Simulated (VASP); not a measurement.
Here is a VASP 6.6.1 calculation.

POSCAR

```
KCl
1.0
    0.0000000000      3.0490933873      3.0490933873
    3.0490933873      0.0000000000      3.0490933873
    3.0490933873      3.0490933873      0.0000000000
K Cl
1 1
Direct
    0.0000000000      0.0000000000      0.0000000000
    0.5000000000      0.5000000000      0.5000000000
```

INCAR.step1

```
PREC = Accurate
ENCUT = 520
ISMEAR = 0
SIGMA = 0.02
LREAL = F
LASPH = T
NELM = 80
NBANDS = 15
GGA = PE
ALGO = Normal
EDIFF = 1E-4
LWAVE = T
LCHARG = F
```

Contents of INCAR.step2:

```
PREC = Accurate
ENCUT = 520
EDIFF = 1E-7
ISMEAR = 0
SIGMA = 0.02
LREAL = F
LASPH = T
NELM = 80
ALGO = Normal
ISIF = 2
LWAVE = F
LCHARG = F
METAGGA = R2SCAN
LMIXTAU = T
NBANDS = 15
ISTART = 1
```

KPOINTS

```
regular mesh
0
Gamma
  6 6 6
```

Potentials or basis: VASP PAW PBE potentials, release 64 (K_sv, Cl).

The run is started by

```sh
$ cat potpaw_PBE.64/K_sv/POTCAR potpaw_PBE.64/Cl/POTCAR > POTCAR
$ cp INCAR.step1 INCAR
$ mpirun -np 1 vasp_std > vasp.out
$ cp INCAR.step2 INCAR
$ mpirun -np 1 vasp_std > vasp.out
```

Problem. What does it give for the pressure?

Solution. 2.3 GPa.

Problem. Predict the band gap on the k mesh.

Solution. 6.19 eV.

Caveat: the PAW data sets were made with another functional, which shifts forces and pressure a little. r2SCAN opens gaps a little over a GGA but as a rule still falls short of measured ones.
